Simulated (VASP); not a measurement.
# Eu (Im-3m) in VASP: notebook

Runs on Eu. Level: PBE. Tasks: single point.

Everything below comes from runs of VASP 6.6.1. Logs are shortened: lines on timing, memory, paths and dates and some standing lists are left out, and cuts for length are marked.

### Step 1. The cell of the first run

The structure is cubic, space group Im-3m (No. 229). Conventional cell: a = 4.395 Å, b = 4.395 Å, c = 4.395 Å, α = 90.00°, β = 90.00°, γ = 90.00°. Eu (site symmetry m-3m) has 14 Eu at 3.81 to 4.39 Å within 5.0 Å.

### Step 2. Single point, PBE, collinear spin, ferromagnetic start

The input, INCAR:

```
ALGO = Fast ; EDIFF = 1E-6
ENCUT = 520 ; GGA = PE
ISIF = 2 ; ISMEAR = 0
ISPIN = 2 ; LASPH = T
LCHARG = F ; LMAXMIX = 6
LORBIT = 11 ; LREAL = F
LWAVE = F ; MAGMOM = 7.86
NBANDS = 18 ; NELM = 150
PREC = Accurate ; SIGMA = 0.05
```

The input, KPOINTS:

```
k-points
0
Gamma
  6 6 6
```

The input, POSCAR:

```
Eu
1.0
   -2.1973685841      2.1973685841      2.1973685841
    2.1973685841     -2.1973685841      2.1973685841
    2.1973685841      2.1973685841     -2.1973685841
Eu
1
Direct
    0.0000000000      0.0000000000      0.0000000000
```

Potentials or basis: VASP PAW PBE potentials, release 64 (Eu).

Started as:

```bash
$ cat potpaw_PBE.64/Eu/POTCAR > POTCAR
$ mpirun -np 1 vasp_std > vasp.out
```

OUTCAR:

```text
EDIFF = 1E-6
   ENCUT = 520
   GGA = PE
   ISIF = 2
   ISMEAR = 0
   ISPIN = 2
   LASPH = T
   LORBIT = 11
   LREAL = F
   NELM = 150
   PREC = Accurate

 ion  position               nearest neighbor table
   1  0.000  0.000  0.000-

  LATTYP: Found a body centered cubic cell.
 ALAT       =     4.3947371682

  Lattice vectors:

 A1 = (  -2.1973685841,   2.1973685841,   2.1973685841)
 A2 = (   2.1973685841,  -2.1973685841,   2.1973685841)
 A3 = (   2.1973685841,   2.1973685841,  -2.1973685841)

Analysis of symmetry for initial positions (statically):
=====================================================================
 Subroutine PRICEL returns:
 Original cell was already a primitive cell.

 Routine SETGRP: Setting up the symmetry group for a
 body centered cubic supercell.

 Subroutine GETGRP returns: Found 48 space group operations
 (whereof 48 operations were pure point group operations)
 out of a pool of 48 trial point group operations.

The static configuration has the point symmetry O_h .

Analysis of symmetry for dynamics (positions and initial velocities):
=====================================================================
 Subroutine PRICEL returns:
 Original cell was already a primitive cell.

 Routine SETGRP: Setting up the symmetry group for a
 body centered cubic supercell.

 Subroutine GETGRP returns: Found 48 space group operations
 (whereof 48 operations were pure point group operations)
 out of a pool of 48 trial point group operations.

The dynamic configuration has the point symmetry O_h .

Analysis of structural, dynamic, and magnetic symmetry:
=====================================================================
 Subroutine PRICEL returns:
 Original cell was already a primitive cell.

 Routine SETGRP: Setting up the symmetry group for a
 body centered cubic supercell.

 Subroutine GETGRP returns: Found 48 space group operations
 (whereof 48 operations were pure point group operations)
 out of a pool of 48 trial point group operations.

The overall configuration has the point symmetry O_h .

 Subroutine INISYM returns: Found 48 space group operations
 (whereof 48 operations are pure point group operations),
 and found     1 'primitive' translations

----------------------------------------------------------------------------------------

                                     Primitive cell

  volume of cell :      42.4394

  direct lattice vectors                    reciprocal lattice vectors
    -2.197368584  2.197368584  2.197368584     0.000000000  0.227544893  0.227544893
     2.197368584 -2.197368584  2.197368584     0.227544893  0.000000000  0.227544893
     2.197368584  2.197368584 -2.197368584     0.227544893  0.227544893  0.000000000

  length of vectors
     3.805954031  3.805954031  3.805954031     0.321797074  0.321797074  0.321797074

  position of ions in fractional coordinates (direct lattice)
     0.000000000  0.000000000  0.000000000

  ion indices of the primitive-cell ions
   primitive index   ion index
                 1           1

----------------------------------------------------------------------------------------

 KPOINTS: k-points

Automatic generation of k-mesh.
 Grid dimensions read from file:
 generate k-points for:    6    6    6

 Generating k-lattice:

  Cartesian coordinates                     Fractional coordinates (reciprocal lattice)
     0.000000000  0.037924149  0.037924149     0.166666667  0.000000000  0.000000000
     0.037924149  0.000000000  0.037924149     0.000000000  0.166666667  0.000000000
     0.037924149  0.037924149  0.000000000     0.000000000  0.000000000  0.166666667

  Length of vectors
     0.053632846  0.053632846  0.053632846

  Shift w.r.t. Gamma in fractional coordinates (k-lattice)
     0.000000000  0.000000000  0.000000000

 Subroutine IBZKPT returns following result:
 ===========================================

 Found     16 irreducible k-points:

 Following reciprocal coordinates:
            Coordinates               Weight
  0.000000  0.000000  0.000000      1.000000
  0.166667  0.000000  0.000000     12.000000
  0.333333  0.000000  0.000000     12.000000
  0.500000  0.000000  0.000000      6.000000
  0.166667  0.166667  0.000000     24.000000
  0.333333  0.166667  0.000000     48.000000
[... 8 lines left out ...]
  0.500000  0.500000  0.333333     12.000000
  0.500000  0.500000  0.500000      1.000000
   k-points           NKPTS =     16   k-points in BZ     NKDIM =     16   number of bands    NBANDS=     18
   number of dos      NEDOS =    301   number of ions     NIONS =      1
   total plane-waves  NPLWV =  21952
   dimension x,y,z NGX =    28 NGY =   28 NGZ =   28
   dimension x,y,z NGXF=    56 NGYF=   56 NGZF=   56
   ions per type =               1
   NGX,Y,Z   is equivalent  to a cutoff of  12.23, 12.23, 12.23 a.u.
   NGXF,Y,Z  is equivalent  to a cutoff of  24.46, 24.46, 24.46 a.u.
 SYSTEM =  unknown system
   PREC   = accura    normal or accurate (medium, high low for compatibility)
   ISTART =      0    job   : 0-new  1-cont  2-samecut
   ICHARG =      2    charge: 1-file 2-atom 10-const
   ISPIN  =      2    spin polarized calculation?
   LNONCOLLINEAR =      F non collinear calculations
   LSORBIT =      F    spin-orbit coupling
   LASPH  =      T    aspherical Exc in radial PAW
   ENCUT  =  520.0 eV  38.22 Ry    6.18 a.u.   7.08  7.08  7.08*2*pi/ulx,y,z
   NELM   =    150;   NELMIN=  2; NELMDL= -5     # of ELM steps
   EDIFF  = 0.1E-05   stopping-criterion for ELM
   LREAL  =      F    real-space projection
   EDIFFG = 0.1E-04   stopping-criterion for IOM
   NSW    =      0    number of steps for IOM
   IBRION =     -1    ionic relax: 0-MD 1-quasi-New 2-CG
   NFREE  =      0    steps in history (QN), initial steepest desc. (CG)
   ISIF   =      2    stress and relaxation
   ISYM   =      2    0-nonsym 1-usesym 2-fastsym
   POTIM  = 0.5000    time-step for ionic-motion
   TEBEG  =    0.0;   TEEND  =   0.0 temperature during run
   PSTRESS=    0.0 pullay stress
   NELECT =      17.0000    total number of electrons
   NUPDOWN=      -1.0000    fix difference up-down
   EMIN   =  10.00;   EMAX   =-10.00  energy-range for DOS
   EFERMI =   0.00;   METHOD = LEGACY
   ISMEAR =     0;   SIGMA  =   0.05  broadening in eV -4-tet -1-fermi 0-gaus
   EFERMI_NEDOS =   21; number of points for ismear=-14 and -15
   IALGO  =     68    algorithm
   IMIX   =      4    mixing-type and parameters
     AMIX     =   0.40;   BMIX     =  1.00
     AMIX_MAG =   1.60;   BMIX_MAG =  1.00
  volume/ion in A,a.u.               =      42.44       286.39
  Fermi-wavevector in a.u.,A,eV,Ry     =   1.206799  2.280519 19.815029  1.456364
  Thomas-Fermi vector in A             =   2.342455
   LORBIT       =     11    0 simple, 1 ext, 2 COOP (PROOUT), +10 PAW based schemes
   GGA     = PE    functional components
   LHFCALC =     F    Hartree Fock is set to
   AEXX    =    0.0000 exact exchange contribution
   IVDW    =     0    specifies the selected vdW correction
   LEPSILON=     F    determine dielectric tensor
   LRPA    =     F    only Hartree local field effects (RPA)
 spin polarized calculation
 RMM-DIIS sequential band-by-band and
 Gauss-broadening in eV      SIGMA  =   0.05
  energy-cutoff  :      520.00
  volume of cell :       42.44
 maximum number of plane-waves:      1160
   NGX = 15   NGY = 15   NGZ = 15

 number of electron      16.9999993 magnetization       7.4941004

 Free energy of the ion-electron system (eV)
  ---------------------------------------------------
  ext. energy  EPLUGINS =         0.00000000
  ---------------------------------------------------
  free energy    TOTEN  =       -11.43788103 eV

  energy without entropy =      -11.43539143  energy(sigma->0) =      -11.43663623

 E-fermi :   2.1294     XC(G=0):  -8.7760

 val. band max:        2.1176556987   @ k =   0.3333   0.3333   0.0000
 cond. band min:       2.1582220661   @ k =   0.3333   0.1667   0.1667
 fundamental gap:      0.0405663674
 Fermi energy:         2.1293783854

 spin component 1

 k-point     1 :       0.0000    0.0000    0.0000
  band No.  band energies     occupation
      1     -39.5578      1.00000
      2     -18.1277      1.00000
      3     -18.1277      1.00000
      4     -18.1277      1.00000
      5      -2.3695      1.00000
      6       1.5758      1.00000
[... 10 lines left out ...]
     17       5.5460      0.00000
     18      11.4168      0.00000

 k-point     2 :       0.1667    0.0000    0.0000
  band No.  band energies     occupation
      1     -39.5494      1.00000
      2     -18.2409      1.00000
      3     -18.1636      1.00000
      4     -18.1281      1.00000
      5      -1.7570      1.00000
      6       1.5679      1.00000
[... 10 lines left out ...]
     17       5.5946      0.00000
     18      11.7901      0.00000
[... 274 lines left out ...]
 k-point    16 :       0.5000    0.5000    0.5000
  band No.  band energies     occupation
      1     -39.4983      1.00000
      2     -18.4326      1.00000
      3     -18.4326      1.00000
      4     -18.4326      1.00000
      5       0.8925      1.00000
      6       0.8925      1.00000
[... 10 lines left out ...]
     17       7.3103      0.00000
     18       7.4201      0.00000
 Fermi energy:         2.1293783854

 spin component 2

 k-point     1 :       0.0000    0.0000    0.0000
  band No.  band energies     occupation
      1     -36.4018      1.00000
      2     -15.7595      1.00000
      3     -15.7595      1.00000
      4     -15.7595      1.00000
      5      -1.4162      1.00000
      6       4.9193      0.00000
[... 10 lines left out ...]
     17       6.8007      0.00000
     18      12.6936      0.00000

 k-point     2 :       0.1667    0.0000    0.0000
  band No.  band energies     occupation
      1     -36.3908      1.00000
      2     -15.9021      1.00000
      3     -15.8038      1.00000
      4     -15.7602      1.00000
      5      -0.7783      1.00000
      6       4.4038      0.00000
[... 10 lines left out ...]
     17       7.0669      0.00000
     18      13.2872      0.00000
[... 274 lines left out ...]
 k-point    16 :       0.5000    0.5000    0.5000
  band No.  band energies     occupation
      1     -36.3251      1.00000
      2     -16.1355      1.00000
      3     -16.1355      1.00000
      4     -16.1355      1.00000
      5       1.8853      1.00000
      6       1.8853      1.00000
[... 10 lines left out ...]
     17       8.9332      0.00000
     18       9.0814      0.00000

------------------------ aborting loop because EDIFF is reached ----------------------------------------

  FORCE on cell =-STRESS in cart. coord.  units (eV):
  Direction    XX          YY          ZZ          XY          YZ          ZX
  --------------------------------------------------------------------------------------
  -------------------------------------------------------------------------------------
  Total       -0.0822178     -0.0822178     -0.0822178      0.0000000     -0.0000000      0.0000000
  in kB       -3.1038992     -3.1038992     -3.1038992      0.0000000     -0.0000000      0.0000000
  external PRESSURE =      -3.1038992 kB  Pullay stress =       0.0000000 kB

 VOLUME and BASIS-vectors are now :
 -----------------------------------------------------------------------------
  energy-cutoff  :      520.00
  volume of cell :       42.44
      direct lattice vectors                 reciprocal lattice vectors
    -2.197368584  2.197368584  2.197368584     0.000000000  0.227544893  0.227544893
     2.197368584 -2.197368584  2.197368584     0.227544893  0.000000000  0.227544893
     2.197368584  2.197368584 -2.197368584     0.227544893  0.227544893  0.000000000

 POSITION                                       TOTAL-FORCE (eV/Angst)
 -----------------------------------------------------------------------------------
      0.00000      0.00000      0.00000         0.000000      0.000000      0.000000
 -----------------------------------------------------------------------------------
    total drift:                                0.000000     -0.000000      0.000000

  FREE ENERGIE OF THE ION-ELECTRON SYSTEM (eV)
  ---------------------------------------------------
  free  energy   TOTEN  =       -11.4378810334 eV

  energy  without entropy=      -11.4353914250  energy(sigma->0) =      -11.43663623

 total charge

# of ion       s       p       d       f       tot
--------------------------------------------------
    1        2.083   5.711   0.296   6.649  14.740

 magnetization (x)

# of ion       s       p       d       f       tot
--------------------------------------------------
    1       -0.003  -0.088   0.171   6.648   6.728
```

Run time: 50 s. Hardware: 1 thread of AMD EPYC 9R45 (Zen 5), shared host; peak memory 0.16 GiB.

Results:

| Quantity | Value |
| --- | --- |
| Free energy | -11.4379 eV |
| Pressure | -0.3 GPa |
| Net moment | 7.49 μB per cell |
| Site moments | Eu +6.73 μB |
| Valence electrons inside the program's atomic spheres | Eu 14.74 |

Levels at points of the mesh, in eV from the Fermi level:
Spin up:
```tsv
k point	band 10	band 11	band 12	band 13	band 14	band 15
(0.00, 0.00, 0.00)	-0.39	-0.39	-0.35	1.74	1.74	1.74
(0.50, 0.00, 0.00)	-0.40	-0.39	-0.38	0.34	0.68	3.33
(0.50, 0.50, 0.50)	-0.52	-0.35	-0.35	-0.35	4.87	4.88
```
Spin down:
| k point | band 2 | band 3 | band 4 | band 5 | band 6 | band 7 | band 8 | band 9 |
| --- | --- | --- | --- | --- | --- | --- | --- | --- |
| (0.00, 0.00, 0.00) | -17.89 | -17.89 | -17.89 | -3.55 | 2.79 | 2.79 | 2.79 | 3.97 |
| (0.50, 0.00, 0.00) | -18.43 | -18.06 | -17.89 | -0.89 | 1.32 | 1.63 | 3.91 | 4.21 |
| (0.50, 0.50, 0.50) | -18.26 | -18.26 | -18.26 | -0.24 | -0.24 | 3.95 | 3.95 | 3.95 |

Caveat: spin-orbit coupling is left out, which moves the levels of the heavy elements. The state reached can hang on the start; a lower one may exist.

### Step 3. Single point, PBE, collinear spin, ferromagnetic start

This run uses another cell than the first one, of 43.49 Å³/atom, 1.025 times its volume.

The input, INCAR:

```
SYSTEM = Eu
ALGO = Normal
EDIFF = 1E-7
ENCUT = 520
GGA = PE
ISIF = 2
ISMEAR = 0
ISPIN = 2
LASPH = .True.
LCHARG = .False.
LMAXMIX = 6
LORBIT = 11
LREAL = .False.
LWAVE = .False.
MAGMOM = 7.88
NBANDS = 18
NELM = 150
PREC = Accurate
SIGMA = 0.05
```

The input, KPOINTS:

```
k-points
0
Gamma
  6 6 6
  0 0 0
```

The input, POSCAR:

```
Eu
1.0
   -2.2152876429      2.2152876429      2.2152876429
    2.2152876429     -2.2152876429      2.2152876429
    2.2152876429      2.2152876429     -2.2152876429
Eu
1
Direct
    0.0000000000      0.0000000000      0.0000000000
```

Potentials or basis: VASP PAW PBE potentials, release 64 (Eu).

Started as:

```bash
$ cat potpaw_PBE.64/Eu/POTCAR > POTCAR
$ mpirun -np 1 vasp_std > vasp.out
```

Wall time 27 s (1 thread of AMD EPYC 9R45 (Zen 5), shared host); peak memory 0.17 GiB.

The run converged. Its results:

```yaml
Free_energy: -11.4355 eV
Pressure: -0.6 GPa
Net_moment: 7.51 μB per cell
Site_moments: Eu +6.73 μB
Valence_electrons_inside_the_program's_atomic_spheres: Eu 14.74
```

Levels at points of the mesh, in eV from the Fermi level:
Spin up:
```tsv
k point	band 8	band 9	band 10	band 11	band 12	band 13	band 14	band 15	band 16	band 17
(0.00, 0.00, 0.00)	-0.55	-0.40	-0.40	-0.40	-0.35	1.72	1.72	1.72	3.36	3.36
(0.50, 0.00, 0.00)	-0.51	-0.42	-0.40	-0.40	-0.38	0.36	0.62	3.26	3.97	5.61
(0.50, 0.50, 0.50)	-0.51	-0.51	-0.51	-0.35	-0.35	-0.35	4.73	4.73	4.73	5.07
```
Spin down:
| k point | band 1 | band 2 | band 3 | band 4 | band 5 | band 6 | band 7 | band 8 | band 9 | band 10 |
| --- | --- | --- | --- | --- | --- | --- | --- | --- | --- | --- |
| (0.00, 0.00, 0.00) | -38.54 | -17.92 | -17.92 | -17.92 | -3.51 | 2.77 | 2.77 | 2.77 | 3.98 | 3.98 |
| (0.50, 0.00, 0.00) | -38.50 | -18.42 | -18.09 | -17.93 | -0.87 | 1.33 | 1.56 | 3.92 | 4.21 | 4.28 |
| (0.50, 0.50, 0.50) | -38.48 | -18.27 | -18.27 | -18.27 | -0.19 | -0.19 | 3.94 | 3.94 | 3.94 | 4.14 |

Caveat: spin-orbit coupling is left out, which moves the levels of the heavy elements.

[end of part 1 of 2]
